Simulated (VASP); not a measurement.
# Ag (P6_3/mmc) in VASP: notebook

The runs below take Ag through single point, with PBE.

Everything below comes from runs of VASP 6.6.1. Logs are shortened: lines on timing, memory, paths and dates and some standing lists are left out, and cuts for length are marked.

## Step 1: The cell of the first run

It takes space group P6_3/mmc (No. 194, hexagonal). The conventional cell has a = 2.450 Å, b = 2.450 Å, c = 4.017 Å, α = 90.00°, β = 90.00°, γ = 120.00°. Ag (site symmetry -6m2) has 12 Ag at 2.45 to 2.46 Å within 3.2 Å.

This isn't the form of Ag at room conditions, which is fcc.

## Step 2: Single point, PBE

The input, INCAR:

```
PREC = Accurate
ENCUT = 520
EDIFF = 1E-7
ISMEAR = -1
SIGMA = 0.1
LREAL = False
LASPH = True
NELM = 100
ALGO = Normal
ISIF = 2
LWAVE = False
LCHARG = True
GGA = PE
LELF = True
LVHAR = True
NBANDS = 18
```

The input, KPOINTS:

```
regular mesh
0
Gamma
  18 18 10
```

The input, POSCAR:

```
Ag
1.0
    2.4504466473      0.0000000000      0.0000000000
   -1.2252233237      2.1221490472      0.0000000000
    0.0000000000      0.0000000000      4.0170614583
Ag
2
Direct
    0.3333333333      0.6666666667      0.2500000000
    0.6666666667      0.3333333333      0.7500000000
```

Potentials or basis: VASP PAW PBE potentials, release 64 (Ag).

The run is started by

```sh
$ cat potpaw_PBE.64/Ag/POTCAR > POTCAR
$ mpirun -np 1 vasp_std > vasp.out
```

OUTCAR:

```text
PREC = Accurate
   ENCUT = 520
   EDIFF = 1E-7
   ISMEAR = -1
   LREAL = False
   LASPH = True
   NELM = 100
   ISIF = 2
   GGA = PE

 ion  position               nearest neighbor table
   1  0.333  0.667  0.250-   2 2.46   2 2.46   2 2.46   2 2.46   2 2.46   2 2.46   2 3.47   2 3.47
                             2 3.47   2 3.47   2 3.47   2 3.47
   2  0.667  0.333  0.750-   1 2.46   1 2.46   1 2.46   1 2.46   1 2.46   1 2.46   1 3.47   1 3.47
                             1 3.47   1 3.47   1 3.47   1 3.47

  LATTYP: Found a hexagonal cell.
 ALAT       =     2.4504466473
 C/A-ratio  =     1.6393180658

  Lattice vectors:

 A1 = (   2.4504466473,   0.0000000000,   0.0000000000)
 A2 = (  -1.2252233237,   2.1221490472,   0.0000000000)
 A3 = (   0.0000000000,   0.0000000000,   4.0170614583)

Analysis of symmetry for initial positions (statically):
=====================================================================
 Subroutine PRICEL returns:
 Original cell was already a primitive cell.

 Routine SETGRP: Setting up the symmetry group for a
 hexagonal supercell.

 Subroutine GETGRP returns: Found 24 space group operations
 (whereof 12 operations were pure point group operations)
 out of a pool of 24 trial point group operations.

The static configuration has the point symmetry D_3d.
 The point group associated with its full space group is D_6h.

Analysis of symmetry for dynamics (positions and initial velocities):
=====================================================================
 Subroutine PRICEL returns:
 Original cell was already a primitive cell.

 Routine SETGRP: Setting up the symmetry group for a
 hexagonal supercell.

 Subroutine GETGRP returns: Found 24 space group operations
 (whereof 12 operations were pure point group operations)
 out of a pool of 24 trial point group operations.

The dynamic configuration has the point symmetry D_3d.
 The point group associated with its full space group is D_6h.

 Subroutine INISYM returns: Found 24 space group operations
 (whereof 12 operations are pure point group operations),
 and found     1 'primitive' translations

----------------------------------------------------------------------------------------

                                     Primitive cell

  volume of cell :      20.8896

  direct lattice vectors                    reciprocal lattice vectors
     2.450446647  0.000000000  0.000000000     0.408088869  0.235610218  0.000000000
    -1.225223324  2.122149047  0.000000000     0.000000000  0.471220436  0.000000000
     0.000000000  0.000000000  4.017061458     0.000000000  0.000000000  0.248938188

  length of vectors
     2.450446647  2.450446647  4.017061458     0.471220436  0.471220436  0.248938188

  position of ions in fractional coordinates (direct lattice)
     0.333333333  0.666666667  0.250000000
     0.666666667  0.333333333  0.750000000

  ion indices of the primitive-cell ions
   primitive index   ion index
                 1           1
                 2           2

----------------------------------------------------------------------------------------

 KPOINTS: regular mesh

Automatic generation of k-mesh.
 Grid dimensions read from file:
 generate k-points for:   18   18   10

 Generating k-lattice:

  Cartesian coordinates                     Fractional coordinates (reciprocal lattice)
     0.022671604  0.013089457  0.000000000     0.055555556  0.000000000  0.000000000
     0.000000000  0.026178913  0.000000000     0.000000000  0.055555556  0.000000000
     0.000000000  0.000000000  0.024893819     0.000000000  0.000000000  0.100000000

  Length of vectors
     0.026178913  0.026178913  0.024893819

  Shift w.r.t. Gamma in fractional coordinates (k-lattice)
     0.000000000  0.000000000  0.000000000

 Subroutine IBZKPT returns following result:
 ===========================================

 Found    222 irreducible k-points:

 Following reciprocal coordinates:
            Coordinates               Weight
  0.000000  0.000000  0.000000      1.000000
  0.055556  0.000000  0.000000      6.000000
  0.111111  0.000000  0.000000      6.000000
  0.166667  0.000000  0.000000      6.000000
  0.222222  0.000000  0.000000      6.000000
  0.277778  0.000000  0.000000      6.000000
[... 16 lines left out ...]
  0.333333  0.111111  0.000000     12.000000
  0.388889  0.111111  0.000000     12.000000
 [... further k-points ...]
   k-points           NKPTS =    222   k-points in BZ     NKDIM =    222   number of bands    NBANDS=     18
   number of dos      NEDOS =    301   number of ions     NIONS =      2
   total plane-waves  NPLWV =   9720
   dimension x,y,z NGX =    18 NGY =   18 NGZ =   30
   dimension x,y,z NGXF=    36 NGYF=   36 NGZF=   60
   ions per type =               2
   NGX,Y,Z   is equivalent  to a cutoff of  12.21, 12.21, 12.42 a.u.
   NGXF,Y,Z  is equivalent  to a cutoff of  24.42, 24.42, 24.83 a.u.
 SYSTEM =  unknown system
   PREC   = accura    normal or accurate (medium, high low for compatibility)
   ISTART =      0    job   : 0-new  1-cont  2-samecut
   ICHARG =      2    charge: 1-file 2-atom 10-const
   ISPIN  =      1    spin polarized calculation?
   LNONCOLLINEAR =      F non collinear calculations
   LSORBIT =      F    spin-orbit coupling
   LASPH  =      T    aspherical Exc in radial PAW
   ENCUT  =  520.0 eV  38.22 Ry    6.18 a.u.   4.56  4.56  7.47*2*pi/ulx,y,z
   NELM   =    100;   NELMIN=  2; NELMDL= -5     # of ELM steps
   EDIFF  = 0.1E-06   stopping-criterion for ELM
   LREAL  =      F    real-space projection
   EDIFFG = 0.1E-05   stopping-criterion for IOM
   NSW    =      0    number of steps for IOM
   IBRION =     -1    ionic relax: 0-MD 1-quasi-New 2-CG
   NFREE  =      0    steps in history (QN), initial steepest desc. (CG)
   ISIF   =      2    stress and relaxation
   ISYM   =      2    0-nonsym 1-usesym 2-fastsym
   POTIM  = 0.5000    time-step for ionic-motion
   TEBEG  =    0.0;   TEEND  =   0.0 temperature during run
   PSTRESS=    0.0 pullay stress
   NELECT =      22.0000    total number of electrons
   NUPDOWN=      -1.0000    fix difference up-down
   EMIN   =  10.00;   EMAX   =-10.00  energy-range for DOS
   EFERMI =   0.00;   METHOD = LEGACY
   ISMEAR =    -1;   SIGMA  =   0.10  broadening in eV -4-tet -1-fermi 0-gaus
   EFERMI_NEDOS =   21; number of points for ismear=-14 and -15
   IALGO  =     38    algorithm
   IMIX   =      4    mixing-type and parameters
     AMIX     =   0.40;   BMIX     =  1.00
     AMIX_MAG =   1.60;   BMIX_MAG =  1.00
  volume/ion in A,a.u.               =      10.44        70.48
  Fermi-wavevector in a.u.,A,eV,Ry     =   1.665607  3.147541 37.745915  2.774246
  Thomas-Fermi vector in A             =   2.751948
   LORBIT       =      0    0 simple, 1 ext, 2 COOP (PROOUT), +10 PAW based schemes
   GGA     = PE    functional components
   LHFCALC =     F    Hartree Fock is set to
   AEXX    =    0.0000 exact exchange contribution
   IVDW    =     0    specifies the selected vdW correction
   LEPSILON=     F    determine dielectric tensor
   LRPA    =     F    only Hartree local field effects (RPA)
 non-spin polarized calculation
  energy-cutoff  :      520.00
  volume of cell :       20.89
 maximum number of plane-waves:       578
   NGX =  9   NGY =  9   NGZ = 15

 number of electron      22.0000002 magnetization

 Free energy of the ion-electron system (eV)
  ---------------------------------------------------
  ext. energy  EPLUGINS =         0.00000000
  ---------------------------------------------------
  free energy    TOTEN  =         0.28659804 eV

  energy without entropy =        0.30392025  energy(sigma->0) =        0.29525914

 E-fermi :  17.8816     XC(G=0): -15.3913

 val. band max:       17.8670865958   @ k =   0.2222   0.1667   0.4000
 cond. band min:      17.9063408851   @ k =   0.5000   0.0000   0.5000
 fundamental gap:      0.0392542892
 Fermi energy:        17.8815989255

 k-point     1 :       0.0000    0.0000    0.0000
  band No.  band energies     occupation
      1       5.3679      2.00000
      2       6.7335      2.00000
      3       9.9777      2.00000
      4      10.1808      2.00000
      5      10.1808      2.00000
      6      10.7605      2.00000
[... 10 lines left out ...]
     17      42.3133      0.00000
     18      42.3134      0.00000

 k-point     2 :       0.0556    0.0000    0.0000
  band No.  band energies     occupation
      1       5.5009      2.00000
      2       6.8299      2.00000
      3       9.8244      2.00000
      4      10.2804      2.00000
      5      10.3145      2.00000
      6      10.7112      2.00000
[... 10 lines left out ...]
     17      41.3479      0.00000
     18      41.3857      0.00000

 k-point     3 :       0.1111    0.0000    0.0000
  band No.  band energies     occupation
      1       5.8825      2.00000
      2       7.0909      2.00000
      3       9.5577      2.00000
      4      10.4703      2.00000
      5      10.5735      2.00000
      6      10.6789      2.00000
[... 10 lines left out ...]
     17      39.4231      0.00000
     18      39.7364      0.00000

 k-point     4 :       0.1667    0.0000    0.0000
  band No.  band energies     occupation
      1       6.4497      2.00000
      2       7.4128      2.00000
      3       9.3137      2.00000
      4      10.3373      2.00000
      5      10.3419      2.00000
      6      11.0412      2.00000
[... 375 lines left out ...]
      4       9.8291      2.00000
      5      10.0081      2.00000
      6      10.6500      2.00000
[... 10 lines left out ...]
     17      36.7810      0.00000
     18      36.9090      0.00000

 k-point    23 :       0.3333    0.1111    0.0000
  band No.  band energies     occupation
      1       7.1949      2.00000
      2       7.6415      2.00000
      3       7.9711      2.00000
      4       9.9240      2.00000
      5      10.5108      2.00000
      6      10.8029      2.00000
[... 10 lines left out ...]
     17      34.7448      0.00000
     18      36.1152      0.00000

 k-point    24 :       0.3889    0.1111    0.0000
  band No.  band energies     occupation
      1       7.0230      2.00000
      2       7.3812      2.00000
      3       7.9040      2.00000
      4       9.8965      2.00000
      5      10.6121      2.00000
      6      10.9982      2.00000
[... 10 lines left out ...]
     17      33.0016      0.00000
     18      35.4756      0.00000

 [... further k-points ...]

------------------------ aborting loop because EDIFF is reached ----------------------------------------

  FORCE on cell =-STRESS in cart. coord.  units (eV):
  Direction    XX          YY          ZZ          XY          YZ          ZX
  --------------------------------------------------------------------------------------
  -------------------------------------------------------------------------------------
  Total       28.5507688     28.5507688     28.5747953     -0.0000000     -0.0000000      0.0000000
  in kB     2189.7713984   2189.7713984   2191.6141680     -0.0000001     -0.0000000      0.0000000
  external PRESSURE =    2190.3856550 kB  Pullay stress =       0.0000000 kB

 VOLUME and BASIS-vectors are now :
 -----------------------------------------------------------------------------
  energy-cutoff  :      520.00
  volume of cell :       20.89
      direct lattice vectors                 reciprocal lattice vectors
     2.450446647  0.000000000  0.000000000     0.408088869  0.235610218  0.000000000
    -1.225223324  2.122149047  0.000000000     0.000000000  0.471220436  0.000000000
     0.000000000  0.000000000  4.017061458     0.000000000  0.000000000  0.248938188

 POSITION                                       TOTAL-FORCE (eV/Angst)
 -----------------------------------------------------------------------------------
     -0.00000      1.41477      1.00427         0.000000      0.000000      0.000000
      1.22522      0.70738      3.01280        -0.000000      0.000000      0.000000
 -----------------------------------------------------------------------------------
    total drift:                                0.000000     -0.000000      0.000000

  FREE ENERGIE OF THE ION-ELECTRON SYSTEM (eV)
  ---------------------------------------------------
  free  energy   TOTEN  =         0.2865980381 eV

  energy  without entropy=        0.3039202489  energy(sigma->0) =        0.29525914
```

Wall time 26 s (1 thread of Intel Xeon 6975P-C (Granite Rapids), shared host); peak memory 0.18 GiB.

What came out:

- Free energy: 0.2866 eV
- Pressure: 219.0 GPa
- Band gap on the k mesh: zero (bands 11 and 12 overlap by 10.51 eV)

Caveat: the cell stands under pressure.

## Step 3: Single point, PBE

The input, INCAR:

```
ALGO = Normal
EDIFF = 1E-7
ENCUT = 520
GGA = PE
ISIF = 2
ISMEAR = -1
LASPH = T
LCHARG = F
LREAL = F
LWAVE = F
NBANDS = 18
NELM = 60
PREC = Accurate
SIGMA = 0.1
```

The input, KPOINTS:

```
k-points
0
Gamma
  18 18 10
```

The input, POSCAR:

```
Ag
1.0
    2.4504466473      0.0000000000      0.0000000000
   -1.2252233236      2.1221490472      0.0000000000
    0.0000000000      0.0000000000      4.0170614583
Ag
2
Direct
    0.3333333333      0.6666666667      0.2500000000
    0.6666666667      0.3333333333      0.7500000000
```

Potentials or basis: VASP PAW PBE potentials, release 64 (Ag).

The run is started by

```sh
$ cat potpaw_PBE.64/Ag/POTCAR > POTCAR
$ mpirun -np 1 vasp_std > vasp.out
```

OUTCAR:

```text
EDIFF = 1E-7
   ENCUT = 520
   GGA = PE
   ISIF = 2
   ISMEAR = -1
   LASPH = T
   LREAL = F
   NELM = 60
   PREC = Accurate

 ion  position               nearest neighbor table
   1  0.333  0.667  0.250-   2 2.46   2 2.46   2 2.46   2 2.46   2 2.46   2 2.46   2 3.47   2 3.47
                             2 3.47   2 3.47   2 3.47   2 3.47
   2  0.667  0.333  0.750-   1 2.46   1 2.46   1 2.46   1 2.46   1 2.46   1 2.46   1 3.47   1 3.47
                             1 3.47   1 3.47   1 3.47   1 3.47

  LATTYP: Found a hexagonal cell.
 ALAT       =     2.4504466473
 C/A-ratio  =     1.6393180658

  Lattice vectors:

 A1 = (   2.4504466473,   0.0000000000,   0.0000000000)
 A2 = (  -1.2252233236,   2.1221490472,   0.0000000000)
 A3 = (   0.0000000000,   0.0000000000,   4.0170614583)

Analysis of symmetry for initial positions (statically):
=====================================================================
 Subroutine PRICEL returns:
 Original cell was already a primitive cell.

 Routine SETGRP: Setting up the symmetry group for a
 hexagonal supercell.

 Subroutine GETGRP returns: Found 24 space group operations
 (whereof 12 operations were pure point group operations)
 out of a pool of 24 trial point group operations.

The static configuration has the point symmetry D_3d.
 The point group associated with its full space group is D_6h.

Analysis of symmetry for dynamics (positions and initial velocities):
=====================================================================
 Subroutine PRICEL returns:
 Original cell was already a primitive cell.

 Routine SETGRP: Setting up the symmetry group for a
 hexagonal supercell.

 Subroutine GETGRP returns: Found 24 space group operations
[... 115 lines left out ...]
   NELECT =      22.0000    total number of electrons
   NUPDOWN=      -1.0000    fix difference up-down
   EMIN   =  10.00;   EMAX   =-10.00  energy-range for DOS
   EFERMI =   0.00;   METHOD = LEGACY
   ISMEAR =    -1;   SIGMA  =   0.10  broadening in eV -4-tet -1-fermi 0-gaus
   EFERMI_NEDOS =   21; number of points for ismear=-14 and -15
   IALGO  =     38    algorithm
   IMIX   =      4    mixing-type and parameters
     AMIX     =   0.40;   BMIX     =  1.00
     AMIX_MAG =   1.60;   BMIX_MAG =  1.00
  volume/ion in A,a.u.               =      10.44        70.48
  Fermi-wavevector in a.u.,A,eV,Ry     =   1.665607  3.147541 37.745915  2.774246
  Thomas-Fermi vector in A             =   2.751948
   LORBIT       =      0    0 simple, 1 ext, 2 COOP (PROOUT), +10 PAW based schemes
   GGA     = PE    functional components
   LHFCALC =     F    Hartree Fock is set to
   AEXX    =    0.0000 exact exchange contribution
   IVDW    =     0    specifies the selected vdW correction
   LEPSILON=     F    determine dielectric tensor
   LRPA    =     F    only Hartree local field effects (RPA)
 non-spin polarized calculation
  energy-cutoff  :      520.00
  volume of cell :       20.89
 maximum number of plane-waves:       578
   NGX =  9   NGY =  9   NGZ = 15

 number of electron      22.0000002 magnetization

 Free energy of the ion-electron system (eV)
  ---------------------------------------------------
  ext. energy  EPLUGINS =         0.00000000
  ---------------------------------------------------
  free energy    TOTEN  =         0.28659804 eV

  energy without entropy =        0.30392025  energy(sigma->0) =        0.29525914

 E-fermi :  17.8816     XC(G=0): -15.3913

 val. band max:       17.8670865958   @ k =   0.2222   0.1667   0.4000
 cond. band min:      17.9063408848   @ k =   0.5000  -0.0000   0.5000
 fundamental gap:      0.0392542890
 Fermi energy:        17.8815989251

 k-point     1 :       0.0000    0.0000    0.0000
  band No.  band energies     occupation
      1       5.3679      2.00000
      2       6.7335      2.00000
      3       9.9777      2.00000
      4      10.1808      2.00000
      5      10.1808      2.00000
      6      10.7605      2.00000
[... 481 lines left out ...]
      5      10.6121      2.00000
      6      10.9982      2.00000
[... 10 lines left out ...]
     17      33.0016      0.00000
     18      35.4756      0.00000

 [... further k-points ...]

------------------------ aborting loop because EDIFF is reached ----------------------------------------

  FORCE on cell =-STRESS in cart. coord.  units (eV):
  Direction    XX          YY          ZZ          XY          YZ          ZX
  --------------------------------------------------------------------------------------
  -------------------------------------------------------------------------------------
  Total       28.5507688     28.5507688     28.5747952      0.0000000      0.0000000      0.0000000
  in kB     2189.7714002   2189.7714003   2191.6141659      0.0000001      0.0000000      0.0000000
  external PRESSURE =    2190.3856555 kB  Pullay stress =       0.0000000 kB

 VOLUME and BASIS-vectors are now :
 -----------------------------------------------------------------------------
  energy-cutoff  :      520.00
  volume of cell :       20.89
      direct lattice vectors                 reciprocal lattice vectors
     2.450446647  0.000000000  0.000000000     0.408088869  0.235610218  0.000000000
    -1.225223324  2.122149047  0.000000000     0.000000000  0.471220436  0.000000000
     0.000000000  0.000000000  4.017061458     0.000000000  0.000000000  0.248938188

 POSITION                                       TOTAL-FORCE (eV/Angst)
 -----------------------------------------------------------------------------------
     -0.00000      1.41477      1.00427         0.000000     -0.000000      0.000000
      1.22522      0.70738      3.01280        -0.000000      0.000000      0.000000
 -----------------------------------------------------------------------------------
    total drift:                                0.000000     -0.000000      0.000000

  FREE ENERGIE OF THE ION-ELECTRON SYSTEM (eV)
  ---------------------------------------------------
  free  energy   TOTEN  =         0.2865980356 eV

  energy  without entropy=        0.3039202464  energy(sigma->0) =        0.29525914
```

stdout:

```text
POSCAR found type information on POSCAR Ag
 POSCAR found :  1 types and       2 ions
 scaLAPACK will be used
 LDA part: xc-table for (Slater+PW92), standard interpolation
 POSCAR, INCAR and KPOINTS ok, starting setup
 FFT: planning ... GRIDC
 FFT: planning ... GRID_SOFT
 FFT: planning ... GRID
 WAVECAR not read
 entering main loop
```

Run time: 26 s. Hardware: 1 thread of Intel Xeon 6975P-C (Granite Rapids), shared host; peak memory 0.18 GiB.

Results:

- Free energy: 0.2866 eV
- Pressure: 219.0 GPa
- Band gap on the k mesh: zero (bands 11 and 12 overlap by 10.51 eV)

Caveat: the cell stands under pressure.

The gap in the log of VASP goes by the Fermi energy; the results here count the filled bands.